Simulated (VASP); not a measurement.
Wanted: the native input for a VASP 6.6.1 run.

* Task: single point
* Functional: PBEsol
* Potentials or basis: VASP PAW PBE potentials, release 64 (W_sv, S)
* Cutoff: 520 eV
* k mesh: 3 × 3 × 1
* Occupations: gaussian, width 0.1 eV
* Spin: no spin polarisation
* Dipole correction: no
* Further INCAR settings: ALGO = Normal; EDIFF = 1e-07; NBANDS = 20

The structure of WS2 lies in POSCAR:

```
WS2
1.0
    3.1835160000      0.0000000000      0.0000000000
   -1.5917580000      2.7570060000      0.0000000000
    0.0000000000      0.0000000000     16.9505780000
W S
1 2
Direct
    0.3333333333      0.6666666667      0.0000000000
    0.6666666667      0.3333333333      0.9079990000
    0.6666666667      0.3333333333      0.0920010000
```

These files were run (other wordings do the same):

INCAR

```
SYSTEM = WS2
ALGO = Normal
EDIFF = 1E-7
ENCUT = 520
GGA = PS
ISIF = 2
ISMEAR = 0
LASPH = .TRUE.
LCHARG = .FALSE.
LREAL = .FALSE.
LWAVE = .FALSE.
NBANDS = 20
NELM = 100
PREC = Accurate
SIGMA = 0.1
```

KPOINTS

```
k-points
0
G
  3 3 1
  0 0 0
```

Potentials or basis: VASP PAW PBE potentials, release 64 (W_sv, S).

Launch:

```bash
$ cat potpaw_PBE.64/W_sv/POTCAR potpaw_PBE.64/S/POTCAR > POTCAR
$ mpirun -np 1 vasp_std > vasp.out
```

Results of the run:

| Quantity | Value |
| --- | --- |
| Largest force | 0.288 eV/Å |
| Band gap on the k mesh | 1.76 eV, direct |

Caveat: the k points lie up to 0.76 Å⁻¹ apart; the PAW data sets were made with another functional, which shifts forces and pressure a little; spin-orbit coupling is left out, which moves the levels of the heavy elements.

Run time: 34 s on 1 thread of Intel Xeon 8259CL (shared host), peak memory 0.24 GiB.
